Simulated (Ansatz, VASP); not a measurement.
# SiC in VASP and in Ansatz

The input INCAR:

```
PREC = Accurate
ENCUT = 520
EDIFF = 1E-8
ISMEAR = -1
SIGMA = 0.08
LREAL = F
LASPH = T
NELM = 60
ALGO = Normal
ISIF = 2
LWAVE = F
LCHARG = F
GGA = PE
LEFG = T
NBANDS = 16
```

File KPOINTS:

```
regular mesh
0
Gamma
  15 15 8
```

The input POSCAR:

```
SiC
1.0
    3.0344255669      0.0000000000      0.0000000000
   -1.5172127834      2.6278896269      0.0000000000
    0.0000000000      0.0000000000      4.9797754205
Si C
2 2
Direct
    0.3333333333      0.6666666667      0.0000000000
    0.6666666667      0.3333333333      0.5000000000
    0.3333333333      0.6666666667      0.3850000000
    0.6666666667      0.3333333333      0.8850000000
```

Input for Ansatz:

```yaml
crystal:
  lattice:
    - [3.0344255669, 0.0, 0.0]
    - [-1.5172127834, 2.6278896269, 0.0]
    - [0.0, 0.0, 4.9797754205]
  atoms:
    - { symbol: Si, position: [0.3333333333, 0.6666666667, 0.0] }
    - { symbol: Si, position: [0.6666666667, 0.3333333333, 0.5] }
    - { symbol: C, position: [0.3333333333, 0.6666666667, 0.385] }
    - { symbol: C, position: [0.6666666667, 0.3333333333, 0.885] }
kpoints:
  mp_grid: { grid: [15, 15, 8] }
scf:
  occupations: { method: fermi_dirac, width: 0.08 }
hamiltonian:
  xc: pbe
  pseudopotentials: { kind: all_electron, datasets: crystal }
output:
  forces: true
  stress: true
  eigenvalues: true
  efg: { contact_densities: true }
```

Change from the starting cell: volume scaled by 0.96, crystal datasets.

Alike in both runs: task electric field gradients; functional PBE; k mesh 15 × 15 × 8; occupations fermi-dirac, width 0.08 eV; no spin polarisation.

|  | VASP | Ansatz |
| --- | --- | --- |
| version | VASP 6.6.1 | Ansatz 0.2.0 |
| potentials or method | VASP PAW PBE potentials, release 64 (Si, C), cutoff 520 eV | all-electron PAW with datasets made for the crystal, scalar-relativistic |

|  | VASP | Ansatz | Ansatz less VASP |
| --- | --- | --- | --- |
| pressure (GPa) | 13.7 | 13.7 | +0.07 |
| traceless stress, the component that is largest in VASP (GPa) | -4.43 | -4.42 | +0.012 |
| rms of the force components (eV/Å) | 0.473 | 0.473 | -0.0001 |
| size of Vzz on the site where it differs most (V/Å²) | 18.1 | 17.1 | -1.03 |

Atom by atom the forces differ by 0.000 eV/Å (rms over components). Ansatz ran all-electron here, and VASP with PAW potentials.
